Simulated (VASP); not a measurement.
**Mg: single point with PBEsol**

The system is Mg.

```
CELL_PARAMETERS angstrom
0.00000 2.27063 2.27063
2.27063 0.00000 2.27063
2.27063 2.27063 0.00000
ATOMIC_POSITIONS crystal
Mg 0.00000 0.00000 0.00000
```

This cell differs from its parent crystal: strained.

- Program: VASP 6.6.1
- Task: single point
- Functional: PBEsol
- Potentials or basis: VASP PAW PBE potentials, release 64 (Mg)
- Cutoff: 520 eV
- k mesh: 16 × 16 × 16
- Occupations: gaussian, width 0.1 eV
- Spin: no spin polarisation

```json
{"Pressure": "-1.2 GPa", "Band gap on the k mesh": "zero (bands 1 and 2 overlap by 2.72 eV)"}
```

Levels at points of the mesh, in eV from the Fermi level:
```
           k point  band 1  band 2  band 3  band 4  band 5  band 6
(0.00, 0.00, 0.00)   -6.82   12.23   12.23   12.23   14.07   14.07
(0.50, 0.00, 0.00)   -1.66   -1.27   11.16   11.16   11.89   11.89
(0.50, 0.50, 0.00)   -0.20    0.79    6.07    6.85    6.85    9.63
```

It took 10 s on 1 thread of AMD EPYC 9R45 96-Core Processor (Zen 5), on a shared host, peak memory 0.12 GiB.

Caveat: the cell differs from its parent crystal (strained); the PAW data sets were made with another functional, which shifts forces and pressure a little.
